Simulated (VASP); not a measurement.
A run of VASP 6.6.1 is set up as follows.

INCAR

```
PREC     = Accurate       # precision mode
ENCUT    = 520            # plane-wave cutoff, eV
EDIFF    = 1E-7           # SCF threshold, eV
ISMEAR   = -1             # smearing method
SIGMA    = 0.05           # smearing width, eV
LREAL    = False          # projectors in reciprocal space
LASPH    = True           # aspherical terms in the spheres
NELM     = 80             # most SCF steps
ALGO     = Fast           # electronic algorithm
ISIF     = 2              # what is computed and relaxed
LWAVE    = False          # write WAVECAR
LCHARG   = False          # write CHGCAR
GGA      = PE             # functional
NBANDS   = 29             # bands
```

Contents of KPOINTS:

```
regular mesh
0
Gamma
  6 5 5
```

File POSCAR:

```
Mg6TiW
1.0
    4.8094000000      0.0000000000      0.0000000000
    0.0000000000      3.0015610000      5.5205055000
    0.0000000000     -3.0015610000      5.5205055000
W Ti Mg
1 1 6
Direct
    0.5000000000      0.6978150000      0.6978150000
    0.0000000000      0.8001130000      0.8001130000
    0.5000000000      0.1730690000      0.1730690000
    0.5000000000      0.6813360000      0.1689220000
    0.5000000000      0.1689220000      0.6813360000
    0.0000000000      0.3282050000      0.3282050000
    0.0000000000      0.8157930000      0.3347470000
    0.0000000000      0.3347470000      0.8157930000
```

Potentials or basis: VASP PAW PBE potentials, release 64 (W_sv, Ti_sv, Mg).

Command:

```sh
$ cat potpaw_PBE.64/W_sv/POTCAR potpaw_PBE.64/Ti_sv/POTCAR potpaw_PBE.64/Mg/POTCAR > POTCAR
$ mpirun -np 1 vasp_std > vasp.out
```

(1) What does it give for the band gap on the k mesh?

(2) Estimate the pressure.

Results:

(1) zero (band 19 reaches 4.51 eV, above the bottom of band 20 at 3.51 eV).

(2) -0.1 GPa.

Caveat: spin-orbit coupling is left out, which moves the levels of the heavy elements.
